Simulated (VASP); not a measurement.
A run of VASP 6.6.1:

INCAR

```
  PREC = Accurate
  ENCUT = 520
  EDIFF = 1E-6
  ISMEAR = -1
  SIGMA = 0.05
  LREAL = F
  LASPH = T
  NELM = 60
  ALGO = Normal
  ISIF = 2
  LWAVE = F
  LCHARG = T
  GGA = RE
  IVDW = 12
  LELF = T
  LVHAR = T
  NBANDS = 17
```

The input KPOINTS:

```
regular mesh
0
Gamma
  8 8 8
```

File POSCAR:

```
PbS
1.0
    0.0000000000      2.9052075019      2.9052075019
    2.9052075019      0.0000000000      2.9052075019
    2.9052075019      2.9052075019      0.0000000000
Pb S
1 1
Direct
    0.0000000000      0.0000000000      0.0000000000
    0.5000000000      0.5000000000      0.5000000000
```

Potentials or basis: VASP PAW PBE potentials, release 64 (Pb_d, S).

Command:

```sh
$ cat potpaw_PBE.64/Pb_d/POTCAR potpaw_PBE.64/S/POTCAR > POTCAR
$ mpirun -np 1 vasp_std > vasp.out
```

Hardware: 1 thread of Intel Xeon 6455B (shared host).

Question: Estimate the wall time of this run.

Answer: It took 17 s on 1 thread of Intel Xeon 6455B (shared host), peak memory 0.19 GiB. Counts: scf iterations 13, k points 29.
